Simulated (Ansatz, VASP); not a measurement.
## GaP: VASP beside Ansatz

File INCAR:

```
SYSTEM = GaP
  PREC = Accurate
  ENCUT = 520
  EDIFF = 1E-6
  ISMEAR = 0
  SIGMA = 0.05
  LREAL = .FALSE.
  LASPH = .TRUE.
  NELM = 80
  ALGO = Normal
  ISIF = 2
  LWAVE = .FALSE.
  LCHARG = .FALSE.
  GGA = PE
  NBANDS = 16
```

File KPOINTS:

```
regular mesh
0
G
  10 10 10
  0 0 0
```

POSCAR

```
GaP
1.0
    0.0000000000      2.7713129092      2.7713129092
    2.7713129092      0.0000000000      2.7713129092
    2.7713129092      2.7713129092      0.0000000000
Ga P
1 1
Direct
    0.0000000000      0.0000000000      0.0000000000
    0.7500000000      0.7500000000      0.7500000000
```

Input for Ansatz:

```yaml
crystal:
  lattice:
    - [0.0, 2.7713129141, 2.7713129141]
    - [2.7713129141, 0.0, 2.7713129141]
    - [2.7713129141, 2.7713129141, 0.0]
  atoms:
    - { symbol: Ga, position: [0.0, 0.0, 0.0] }
    - { symbol: P, position: [0.75, 0.75, 0.75] }
basis:
  ecutwfc: 420
  ecutrho_ratio: 4
kpoints:
  mp_grid: { grid: [10, 10, 10] }
hamiltonian:
  xc: pbe
scf:
  occupations: { method: gaussian, width: 0.05 }
output:
  forces: true
  stress: true
  eigenvalues: true
```

Alike in both runs: task single point; functional PBE; k mesh 10 × 10 × 10; occupations gaussian, width 0.05 eV; no spin polarisation.

|  | VASP | Ansatz |
| --- | --- | --- |
| version | VASP 6.6.1 | Ansatz 0.2.0 |
| potentials or method | VASP PAW PBE potentials, release 64 (Ga_d, P), cutoff 520 eV | scalar-relativistic, plane waves, PAW |
| valence electrons in the cell | 18 | 18 |

|  | VASP | Ansatz | Ansatz less VASP |
| --- | --- | --- | --- |
| gap on the k mesh at the Fermi level (eV) | 1.41 | 1.42 | +0.003 |
| least direct gap on the mesh (eV) | 1.41 | 1.42 | +0.003 |
| pressure (GPa) | -1.5 | -1.5 | +0.06 |

With one functional, cell and mesh, what is left measures potentials, basis and numerics.
